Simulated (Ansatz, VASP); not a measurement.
**CuO in VASP and in Ansatz**

```
Cu O
1.0
     3.17550    0.00000    0.00000
     0.00000    3.17550    0.00000
     0.00000    0.00000    4.64953
Cu O
2 2
Direct
  0.00000 0.00000 0.00000
  0.50000 0.50000 0.00000
  0.50000 0.00000 0.26700
  0.00000 0.50000 0.73300
```

Alike in both runs: functional r2SCAN; k mesh 5 × 5 × 4; occupations fermi-dirac, width 0.05 eV; no spin polarisation.

```csv
,VASP,Ansatz
version,VASP 6.6.1,Ansatz 0.2.0
potentials or method,"VASP PAW PBE potentials, release 64 (Cu, O)",Ansatz PAW
plane-wave cutoff (eV),520,500
valence electrons in the cell,34,50
task,single point,band structure
```

Ansatz gave:

| Property | Result |
| --- | --- |
| gap on the k mesh at the Fermi level (eV) | none |
| pressure (GPa) | 10.3 |
| traceless stress, the component that is largest in VASP (GPa) | -25.78 |
| rms of the force components (eV/Å) | 0.594 |

Question: What did VASP give for the same quantities?

Answer: gap on the k mesh at the Fermi level (eV): none; pressure (GPa): 11.2; traceless stress, the component that is largest in VASP (GPa): -26.17; rms of the force components (eV/Å): 0.550.

VASP's potentials were made for PBE, not for r2SCAN. Atom by atom the forces differ by 0.044 eV/Å (rms over components). A gap of «none» marks a metal or a gap that the smearing closes. With one functional, cell and mesh, what is left measures potentials, basis and numerics. VASP's potentials hold 34 valence electrons a cell and Ansatz's 50, so a difference there can come from the potentials and not from the codes.

The k mesh is coarse, so the values compare programs but aren't converged.
